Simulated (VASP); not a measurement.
# Ta2N (P-31m) in VASP: further runs

The runs below take Ta2N through single point, with LDA.

Program: VASP 6.6.1. These are calculated values, not measurements. Logs are shortened: lines on timing, memory, paths and dates and some standing lists are left out, and cuts for length are marked.

### Step 1. The cell of the first run

The structure is trigonal, space group P-31m (No. 162). Conventional cell: a = 5.264 Å, b = 5.264 Å, c = 4.818 Å, α = 90.00°, β = 90.00°, γ = 120.00°. Within 2.9 Å of Ta (site symmetry m) lie 3 N at 2.07 to 2.28 Å and 6 Ta at 2.75 to 2.89 Å. N (site symmetry 32) has 6 Ta at 2.07 Å within 2.7 Å. Within 3.0 Å of N (site symmetry -3m) lie 6 Ta at 2.28 Å.

### Step 2. Single point, LDA

Contents of INCAR:

```
ALGO = Normal ; EDIFF = 1E-6
ENCUT = 520 ; GGA = CA
ISIF = 2 ; ISMEAR = 0
LASPH = True ; LCHARG = False
LREAL = False ; LWAVE = False
NBANDS = 50 ; NELM = 80
PREC = Accurate ; SIGMA = 0.15
```

Contents of KPOINTS:

```
k-points
0
Gamma
  9 9 8
```

Contents of POSCAR:

```
Ta2N
1.0
    5.2641495424      0.0000000000      0.0000000000
   -2.6320747712      4.5588872330      0.0000000000
    0.0000000000      0.0000000000      4.8182760762
Ta N
6 3
Direct
    0.6310702833      0.6310702833      0.7526041962
    0.0000000000      0.3689297167      0.7526041962
    0.3689297167      0.0000000000      0.7526041962
    0.3689297167      0.3689297167      0.2473958038
    0.0000000000      0.6310702833      0.2473958038
    0.6310702833      0.0000000000      0.2473958038
    0.6666666667      0.3333333333      0.5000000000
    0.3333333333      0.6666666667      0.5000000000
    0.0000000000      0.0000000000      0.0000000000
```

Potentials or basis: VASP PAW LDA potentials, release 64 (Ta_pv, N).

Command:

```bash
$ cat potpaw_LDA.64/Ta_pv/POTCAR potpaw_LDA.64/N/POTCAR > POTCAR
$ mpirun -np 1 vasp_std > vasp.out
```

OUTCAR:

```text
EDIFF = 1E-6
   ENCUT = 520
   GGA = CA
   ISIF = 2
   ISMEAR = 0
   LASPH = True
   LREAL = False
   NELM = 80
   PREC = Accurate

 ion  position               nearest neighbor table
   1  0.631  0.631  0.753-   7 2.07   8 2.07   9 2.28   4 2.75   4 2.80   3 2.89   3 2.89   2 2.89
                             2 2.89   6 3.07   5 3.07   6 3.11   5 3.11   2 3.36   3 3.36
   2  0.000  0.369  0.753-   7 2.07   8 2.07   9 2.28   5 2.75   5 2.80   3 2.89   3 2.89   1 2.89
                             1 2.89   6 3.07   4 3.07   6 3.11   4 3.11   1 3.36   3 3.36
   3  0.369  0.000  0.753-   8 2.07   7 2.07   9 2.28   6 2.75   6 2.80   1 2.89   2 2.89   2 2.89
                             1 2.89   4 3.07   5 3.07   4 3.11   5 3.11   2 3.36   1 3.36
   4  0.369  0.369  0.247-   8 2.07   7 2.07   9 2.28   1 2.75   1 2.80   6 2.89   6 2.89   5 2.89
                             5 2.89   3 3.07   2 3.07   3 3.11   2 3.11   5 3.36   6 3.36
   5  0.000  0.631  0.247-   8 2.07   7 2.07   9 2.28   2 2.75   2 2.80   6 2.89   6 2.89   4 2.89
                             4 2.89   3 3.07   1 3.07   3 3.11   1 3.11   4 3.36   6 3.36
   6  0.631  0.000  0.247-   7 2.07   8 2.07   9 2.28   3 2.75   3 2.80   5 2.89   4 2.89   4 2.89
                             5 2.89   2 3.07   1 3.07   1 3.11   2 3.11   5 3.36   4 3.36
   7  0.667  0.333  0.500-   6 2.07   2 2.07   3 2.07   5 2.07   1 2.07   4 2.07
   8  0.333  0.667  0.500-   3 2.07   5 2.07   6 2.07   2 2.07   4 2.07   1 2.07
   9  0.000  0.000  0.000-   1 2.28   2 2.28   4 2.28   5 2.28   3 2.28   6 2.28

  LATTYP: Found a hexagonal cell.
 ALAT       =     5.2641495424
 C/A-ratio  =     0.9153000000

  Lattice vectors:

 A1 = (   5.2641495424,   0.0000000000,   0.0000000000)
 A2 = (  -2.6320747712,   4.5588872330,   0.0000000000)
 A3 = (   0.0000000000,   0.0000000000,   4.8182760762)

Analysis of symmetry for initial positions (statically):
=====================================================================
 Subroutine PRICEL returns:
 Original cell was already a primitive cell.

 Routine SETGRP: Setting up the symmetry group for a
 hexagonal supercell.

 Subroutine GETGRP returns: Found 12 space group operations
 (whereof 12 operations were pure point group operations)
 out of a pool of 24 trial point group operations.

The static configuration has the point symmetry D_3d.

Analysis of symmetry for dynamics (positions and initial velocities):
=====================================================================
 Subroutine PRICEL returns:
 Original cell was already a primitive cell.

 Routine SETGRP: Setting up the symmetry group for a
 hexagonal supercell.

 Subroutine GETGRP returns: Found 12 space group operations
 (whereof 12 operations were pure point group operations)
 out of a pool of 24 trial point group operations.

The dynamic configuration has the point symmetry D_3d.

 Subroutine INISYM returns: Found 12 space group operations
 (whereof 12 operations are pure point group operations),
 and found     1 'primitive' translations

----------------------------------------------------------------------------------------

                                     Primitive cell

  volume of cell :     115.6322

  direct lattice vectors                    reciprocal lattice vectors
     5.264149542  0.000000000  0.000000000     0.189964208  0.109675887  0.000000000
    -2.632074771  4.558887233  0.000000000     0.000000000  0.219351774  0.000000000
     0.000000000  0.000000000  4.818276076     0.000000000  0.000000000  0.207543110

  length of vectors
     5.264149542  5.264149542  4.818276076     0.219351774  0.219351774  0.207543110

  position of ions in fractional coordinates (direct lattice)
     0.631070283  0.631070283  0.752604196
     0.000000000  0.368929717  0.752604196
     0.368929717  0.000000000  0.752604196
     0.368929717  0.368929717  0.247395804
     0.000000000  0.631070283  0.247395804
     0.631070283  0.000000000  0.247395804
     0.666666667  0.333333333  0.500000000
     0.333333333  0.666666667  0.500000000
     0.000000000  0.000000000  0.000000000

  ion indices of the primitive-cell ions
   primitive index   ion index
                 1           1
                 2           2
                 3           3
                 4           4
                 5           5
                 6           6
                 7           7
                 8           8
                 9           9

----------------------------------------------------------------------------------------

 KPOINTS: k-points

Automatic generation of k-mesh.
 Grid dimensions read from file:
 generate k-points for:    9    9    8

 Generating k-lattice:

  Cartesian coordinates                     Fractional coordinates (reciprocal lattice)
     0.021107134  0.012186210  0.000000000     0.111111111  0.000000000  0.000000000
     0.000000000  0.024372419  0.000000000     0.000000000  0.111111111  0.000000000
     0.000000000  0.000000000  0.025942889     0.000000000  0.000000000  0.125000000

  Length of vectors
     0.024372419  0.024372419  0.025942889

  Shift w.r.t. Gamma in fractional coordinates (k-lattice)
     0.000000000  0.000000000  0.000000000

 Subroutine IBZKPT returns following result:
 ===========================================

 Found     81 irreducible k-points:

 Following reciprocal coordinates:
            Coordinates               Weight
  0.000000  0.000000  0.000000      1.000000
  0.111111 -0.000000  0.000000      6.000000
  0.222222  0.000000  0.000000      6.000000
  0.333333 -0.000000  0.000000      6.000000
  0.444444  0.000000  0.000000      6.000000
  0.111111  0.111111  0.000000      6.000000
[... 16 lines left out ...]
 -0.111111  0.444444  0.125000     12.000000
  0.444444  0.111111  0.125000      6.000000
 [... further k-points ...]
   k-points           NKPTS =     81   k-points in BZ     NKDIM =     81   number of bands    NBANDS=     50
   number of dos      NEDOS =    301   number of ions     NIONS =      9
   total plane-waves  NPLWV =  57600
   dimension x,y,z NGX =    40 NGY =   40 NGZ =   36
   dimension x,y,z NGXF=    80 NGYF=   80 NGZF=   72
   ions per type =               6   3
   NGX,Y,Z   is equivalent  to a cutoff of  12.63, 12.63, 12.42 a.u.
   NGXF,Y,Z  is equivalent  to a cutoff of  25.26, 25.26, 24.84 a.u.
 SYSTEM =  unknown system
   PREC   = accura    normal or accurate (medium, high low for compatibility)
   ISTART =      0    job   : 0-new  1-cont  2-samecut
   ICHARG =      2    charge: 1-file 2-atom 10-const
   ISPIN  =      1    spin polarized calculation?
   LNONCOLLINEAR =      F non collinear calculations
   LSORBIT =      F    spin-orbit coupling
   LASPH  =      T    aspherical Exc in radial PAW
   ENCUT  =  520.0 eV  38.22 Ry    6.18 a.u.   9.79  9.79  8.96*2*pi/ulx,y,z
   NELM   =     80;   NELMIN=  2; NELMDL= -5     # of ELM steps
   EDIFF  = 0.1E-05   stopping-criterion for ELM
   LREAL  =      F    real-space projection
   EDIFFG = 0.1E-04   stopping-criterion for IOM
   NSW    =      0    number of steps for IOM
   IBRION =     -1    ionic relax: 0-MD 1-quasi-New 2-CG
   NFREE  =      0    steps in history (QN), initial steepest desc. (CG)
   ISIF   =      2    stress and relaxation
   ISYM   =      2    0-nonsym 1-usesym 2-fastsym
   POTIM  = 0.5000    time-step for ionic-motion
   TEBEG  =    0.0;   TEEND  =   0.0 temperature during run
   PSTRESS=    0.0 pullay stress
   NELECT =      81.0000    total number of electrons
   NUPDOWN=      -1.0000    fix difference up-down
   EMIN   =  10.00;   EMAX   =-10.00  energy-range for DOS
   EFERMI =   0.00;   METHOD = LEGACY
   ISMEAR =     0;   SIGMA  =   0.15  broadening in eV -4-tet -1-fermi 0-gaus
   EFERMI_NEDOS =   21; number of points for ismear=-14 and -15
   IALGO  =     38    algorithm
   IMIX   =      4    mixing-type and parameters
     AMIX     =   0.40;   BMIX     =  1.00
     AMIX_MAG =   1.60;   BMIX_MAG =  1.00
  volume/ion in A,a.u.               =      12.85        86.70
  Fermi-wavevector in a.u.,A,eV,Ry     =   1.453930  2.747530 28.761537  2.113913
  Thomas-Fermi vector in A             =   2.571140
   LORBIT       =      0    0 simple, 1 ext, 2 COOP (PROOUT), +10 PAW based schemes
   GGA     = CA    functional components
   LHFCALC =     F    Hartree Fock is set to
   AEXX    =    0.0000 exact exchange contribution
   IVDW    =     0    specifies the selected vdW correction
   LEPSILON=     F    determine dielectric tensor
   LRPA    =     F    only Hartree local field effects (RPA)
 non-spin polarized calculation
 Gauss-broadening in eV      SIGMA  =   0.15
  energy-cutoff  :      520.00
  volume of cell :      115.63
 maximum number of plane-waves:      3137
   NGX = 19   NGY = 19   NGZ = 17

 number of electron      81.0000005 magnetization

 Free energy of the ion-electron system (eV)
  ---------------------------------------------------
  ext. energy  EPLUGINS =         0.00000000
  ---------------------------------------------------
  free energy    TOTEN  =      -111.43470403 eV

  energy without entropy =     -111.39984329  energy(sigma->0) =     -111.41727366

 E-fermi :   7.5798     XC(G=0): -13.3047

 val. band max:        7.5785249039   @ k =   0.2222   0.1111   0.0000
 cond. band min:       7.5927063535   @ k =   0.4444   0.0000   0.3750
 fundamental gap:      0.0141814496
 Fermi energy:         7.5797982565

 k-point     1 :       0.0000    0.0000    0.0000
  band No.  band energies     occupation
      1     -27.8948      2.00000
      2     -27.8465      2.00000
      3     -27.3487      2.00000
      4     -27.3487      2.00000
      5     -27.3480      2.00000
      6     -27.1939      2.00000
[... 42 lines left out ...]
     49      10.3239      0.00000
     50      10.7716      0.00000
[... 1217 lines left out ...]
     49      10.8490      0.00000
     50      11.2785      0.00000

 [... further k-points ...]

------------------------ aborting loop because EDIFF is reached ----------------------------------------

  FORCE on cell =-STRESS in cart. coord.  units (eV):
  Direction    XX          YY          ZZ          XY          YZ          ZX
  --------------------------------------------------------------------------------------
  -------------------------------------------------------------------------------------
  Total        6.9608504      6.9608504     11.2910933      0.0000000     -0.0000000      0.0000000
  in kB       96.4482012     96.4482012    156.4472121      0.0000000     -0.0000000      0.0000000
  external PRESSURE =     116.4478715 kB  Pullay stress =       0.0000000 kB

 VOLUME and BASIS-vectors are now :
 -----------------------------------------------------------------------------
  energy-cutoff  :      520.00
  volume of cell :      115.63
      direct lattice vectors                 reciprocal lattice vectors
     5.264149542  0.000000000  0.000000000     0.189964208  0.109675887  0.000000000
    -2.632074771  4.558887233  0.000000000     0.000000000  0.219351774  0.000000000
     0.000000000  0.000000000  4.818276076     0.000000000  0.000000000  0.207543110

 POSITION                                       TOTAL-FORCE (eV/Angst)
 -----------------------------------------------------------------------------------
      1.66102      2.87698      3.62625         2.336527      4.046983      1.745037
     -0.97105      1.68191      3.62625         2.336527     -4.046983      1.745037
      1.94210      0.00000      3.62625        -4.673053      0.000000      1.745037
      0.97105      1.68191      1.19202        -2.336527     -4.046983     -1.745037
     -1.66102      2.87698      1.19202        -2.336527      4.046983     -1.745037
      3.32205      0.00000      1.19202         4.673053     -0.000000     -1.745037
      2.63207      1.51963      2.40914         0.000000     -0.000000      0.000000
     -0.00000      3.03926      2.40914        -0.000000      0.000000      0.000000
      0.00000      0.00000      0.00000        -0.000000      0.000000      0.000000
 -----------------------------------------------------------------------------------
    total drift:                                0.000000     -0.000000      0.000000

  FREE ENERGIE OF THE ION-ELECTRON SYSTEM (eV)
  ---------------------------------------------------
  free  energy   TOTEN  =      -111.4347040270 eV

  energy  without entropy=     -111.3998432900  energy(sigma->0) =     -111.41727366
```

Run time: 7 min. Hardware: 1 thread of Intel Xeon Platinum 8488C (Sapphire Rapids), shared host; peak memory 0.42 GiB.

What came out:

```yaml
Free_energy: -111.4347 eV
Pressure: 11.6 GPa
Largest_force: 4.988 eV/Å
Band_gap_on_the_k_mesh: zero (an odd number of electrons rules out a gap without spin polarisation)
```

Forces on the atoms (eV/Å):
```
Ta   2.337  4.047  1.745
Ta   2.337 -4.047  1.745
Ta  -4.673  0.000  1.745
Ta  -2.337 -4.047 -1.745
Ta  -2.337  4.047 -1.745
Ta   4.673  0.000 -1.745
N    0.000  0.000  0.000
N    0.000  0.000  0.000
N    0.000  0.000  0.000
```

Stress tensor (GPa, compression positive):
```
 9.64  0.00  0.00
 0.00  9.64  0.00
 0.00  0.00 15.64
```

Levels at points of the mesh, in eV from the Fermi level:
| k point | band 38 | band 39 | band 40 | band 41 | band 42 | band 43 | band 44 | band 45 |
| --- | --- | --- | --- | --- | --- | --- | --- | --- |
| (0.00, 0.00, 0.00) | -0.72 | -0.68 | -0.68 | -0.50 | -0.50 | 0.14 | 0.85 | 0.85 |
| (0.00, 0.00, 0.50) | -1.26 | -0.91 | -0.91 | -0.25 | 0.28 | 0.28 | 0.87 | 2.11 |

Caveat: the cell stands under pressure; spin-orbit coupling is left out, which moves the levels of the heavy elements; forces of over 1 eV/Å act on the atoms, so gaps and moduli don't describe the material at rest.

### Step 3. Single point, LDA

This run uses another cell than the first one, of the same volume but with other edges.

Contents of INCAR:

```
SYSTEM = Ta2N
PREC     = Accurate       ! precision mode
ENCUT    = 520            ! plane-wave cutoff, eV
EDIFF    = 1E-7           ! SCF threshold, eV
ISMEAR   = 0              ! smearing method
SIGMA    = 0.15           ! smearing width, eV
LREAL    = .False.        ! projectors in reciprocal space
LASPH    = .True.         ! aspherical terms in the spheres
NELM     = 80             ! most SCF steps
ALGO     = Normal         ! electronic algorithm
ISIF     = 2              ! what is computed and relaxed
LWAVE    = .False.        ! write WAVECAR
LCHARG   = .False.        ! write CHGCAR
NBANDS   = 50             ! bands
```

Contents of KPOINTS:

```
Automatic mesh
0
Gamma
  9 9 8
  0 0 0
```

Contents of POSCAR:

```
Ta2N
1.0
    5.3378662704      0.0000000000      0.0000000000
   -2.6689331352      4.6227277921      0.0000000000
    0.0000000000      0.0000000000      4.6861127988
Ta N
6 3
Direct
    0.6788818548      0.6788818548      0.7526041962
    0.0000000000      0.3211181452      0.7526041962
    0.3211181452      0.0000000000      0.7526041962
    0.3211181452      0.3211181452      0.2473958038
    0.0000000000      0.6788818548      0.2473958038
    0.6788818548      0.0000000000      0.2473958038
    0.6666666667      0.3333333333      0.5000000000
    0.3333333333      0.6666666667      0.5000000000
    0.0000000000      0.0000000000      0.0000000000
```

Potentials or basis: VASP PAW LDA potentials, release 64 (Ta_pv, N).

Command:

```bash
$ cat potpaw_LDA.64/Ta_pv/POTCAR potpaw_LDA.64/N/POTCAR > POTCAR
$ mpirun -np 1 vasp_std > vasp.out
```

Run time: 6.1 min. Hardware: 1 thread of Intel Xeon Platinum 8488C (Sapphire Rapids), shared host; peak memory 0.42 GiB.

It converged, with:

```
Free energy            : -113.5188 eV
Pressure               : 4.0 GPa
Largest force          : 1.881 eV/Å
Band gap on the k mesh : zero (an odd number of electrons rules out a gap without spin polarisation)
```

Forces on the atoms (eV/Å):
```
Ta  -0.843 -1.460 -0.834
Ta  -0.843  1.460 -0.834
Ta   1.686  0.000 -0.834
Ta   0.843  1.460  0.834
Ta   0.843 -1.460  0.834
Ta  -1.686  0.000  0.834
N    0.000  0.000  0.000
N    0.000  0.000  0.000
N    0.000  0.000  0.000
```

Stress tensor (GPa, compression positive):
```
-2.06  0.00  0.00
 0.00 -2.06  0.00
 0.00  0.00 16.02
```

Levels at points of the mesh, in eV from the Fermi level:
| k point | band 37 | band 38 | band 39 | band 40 | band 41 | band 42 | band 43 | band 44 | band 45 | band 46 |
| --- | --- | --- | --- | --- | --- | --- | --- | --- | --- | --- |
| (0.00, 0.00, 0.00) | -1.43 | -0.31 | -0.31 | -0.27 | -0.03 | -0.02 | -0.02 | 0.38 | 0.38 | 1.55 |
| (0.00, 0.00, 0.50) | -1.62 | -1.58 | -1.58 | -1.40 | -0.90 | 0.31 | 0.31 | 1.24 | 2.04 | 2.04 |

Caveat: the cell stands under pressure; spin-orbit coupling is left out, which moves the levels of the heavy elements; forces of over 1 eV/Å act on the atoms, so gaps and moduli don't describe the material at rest.

### Step 4. Single point, LDA

Contents of INCAR:

```
SYSTEM = Ta2N
PREC = Accurate
ENCUT = 520
EDIFF = 1E-6
ISMEAR = 0
SIGMA = 0.15
LREAL = .False.
LASPH = .True.
NELM = 100
ALGO = Normal
ISIF = 2
LWAVE = .False.
LCHARG = .True.
GGA = CA
LELF = .True.
LVHAR = .True.
NBANDS = 50
```

Contents of KPOINTS:

```
regular mesh
0
Gamma
  9 9 8
  0 0 0
```

Edit POSCAR of step 3 so:

```diff
@@ -2,5 +2,5 @@
 1.0
-    5.3378662704      0.0000000000      0.0000000000
-   -2.6689331352      4.6227277921      0.0000000000
-    0.0000000000      0.0000000000      4.6861127988
+    5.2641495424      0.0000000000      0.0000000000
+   -2.6320747712      4.5588872330      0.0000000000
+    0.0000000000      0.0000000000      4.8182760762
 Ta N
```

Command:

```bash
$ cat potpaw_LDA.64/Ta_pv/POTCAR potpaw_LDA.64/N/POTCAR > POTCAR
$ mpirun -np 1 vasp_std > vasp.out
```

It took 5.7 min on 1 thread of Intel Xeon Platinum 8488C (Sapphire Rapids), shared host; peak memory 0.42 GiB.

Results (log left out):

- Free energy: -113.7484 eV
- Pressure: 3.4 GPa
- Largest force: 1.911 eV/Å
- Band gap on the k mesh: zero (an odd number of electrons rules out a gap without spin polarisation)

Forces in eV/Å, atoms in the order of the input:
```
Ta  -0.885 -1.532 -0.721
Ta  -0.885  1.532 -0.721
Ta   1.769  0.000 -0.721
Ta   0.885  1.532  0.721
Ta   0.885 -1.532  0.721
Ta  -1.769  0.000  0.721
N    0.000  0.000  0.000
N    0.000  0.000  0.000
N    0.000  0.000  0.000
```

Stress tensor (GPa, compression positive):
```
1.81 0.00 0.00
0.00 1.81 0.00
0.00 0.00 6.63
```

Levels at points of the mesh, in eV from the Fermi level:
```tsv
k point	band 38	band 39	band 40	band 41	band 42	band 43	band 44	band 45
(0.00, 0.00, 0.00)	-0.66	-0.31	-0.31	-0.25	-0.04	-0.04	0.68	0.68
(0.00, 0.00, 0.50)	-1.59	-1.46	-1.46	-1.09	0.39	0.39	1.15	2.12
```

Caveat: the cell stands under pressure; spin-orbit coupling is left out, which moves the levels of the heavy elements; forces of over 1 eV/Å act on the atoms, so gaps and moduli don't describe the material at rest.

(Continued in part 2 of 2.)
